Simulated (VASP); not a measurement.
Write the native input for VASP 6.6.1 that does the following.

| Item | Value |
| --- | --- |
| Task | single point |
| Functional | r2SCAN |
| Potentials or basis | VASP PAW PBE potentials, release 64 (B, As, In_d) |
| Cutoff | 520 eV |
| k mesh | 6 × 4 × 4 |
| Occupations | fermi-dirac, width 0.02 eV |
| Spin | no spin polarisation |
| Dipole correction | no |
| Further INCAR settings | ALGO = Normal; EDIFF = 1e-06; NBANDS = 41 |

In3BAs4:

```
B As In
1.0
     4.05058    0.00000    0.00000
     0.00000    8.17958    0.00000
     0.00000    0.00000    5.84881
B As In
1 4 3
Direct
  0.00000 0.00000 0.98067
  0.50000 0.00000 0.17291
  0.00000 0.21219 0.78048
  0.50000 0.50000 0.28389
  0.00000 0.78781 0.78048
  0.50000 0.22196 0.49765
  0.00000 0.50000 0.00625
  0.50000 0.77804 0.49765
```

These files were run (other wordings do the same):

POSCAR

```
In3BAs4
1.0
    4.0505801667      0.0000000000      0.0000000000
    0.0000000000      8.1795758866      0.0000000000
    0.0000000000      0.0000000000      5.8488093466
B As In
1 4 3
Direct
    0.0000000000      0.0000000000     -0.0193288068
    0.5000000000      0.0000000000      0.1729123598
    0.0000000000      0.2121908481      0.7804845113
    0.5000000000      0.5000000000      0.2838907896
    0.0000000000      0.7878091519      0.7804845113
    0.5000000000      0.2219585354      0.4976523676
    0.0000000000      0.5000000000      0.0062518995
    0.5000000000      0.7780414646      0.4976523676
```

INCAR.step1

```
SYSTEM = In3BAs4
PREC = Accurate ; ENCUT = 520
ISMEAR = -1 ; SIGMA = 0.02
LREAL = .False. ; LASPH = .True.
NELM = 80 ; NBANDS = 41
GGA = PE ; ALGO = Normal
EDIFF = 1E-4 ; LWAVE = .True.
LCHARG = .False.
```

INCAR.step2

```
SYSTEM = In3BAs4
PREC = Accurate ; ENCUT = 520
EDIFF = 1E-6 ; ISMEAR = -1
SIGMA = 0.02 ; LREAL = .False.
LASPH = .True. ; NELM = 80
ALGO = Normal ; ISIF = 2
LWAVE = .False. ; LCHARG = .False.
METAGGA = R2SCAN ; LMIXTAU = .True.
NBANDS = 41 ; ISTART = 1
```

KPOINTS

```
regular mesh
0
Gamma
  6 4 4
  0 0 0
```

Potentials or basis: VASP PAW PBE potentials, release 64 (B, As, In_d).

Run with:

```bash
$ cat potpaw_PBE.64/B/POTCAR potpaw_PBE.64/As/POTCAR potpaw_PBE.64/In_d/POTCAR > POTCAR
$ cp INCAR.step1 INCAR
$ mpirun -np 1 vasp_std > vasp.out
$ cp INCAR.step2 INCAR
$ mpirun -np 1 vasp_std > vasp.out
```

Results of the run:

```yaml
Pressure: 0.0 GPa
Largest_force: 0.016 eV/Å
Band_gap_on_the_k_mesh: 0.05 eV, direct
```

Caveat: the PAW data sets were made with another functional, which shifts forces and pressure a little; spin-orbit coupling is left out, which moves the levels of the heavy elements.

It took 10 min on 1 thread of Intel(R) Xeon(R) 6975P-C (Granite Rapids), on a shared host, peak memory 0.47 GiB.
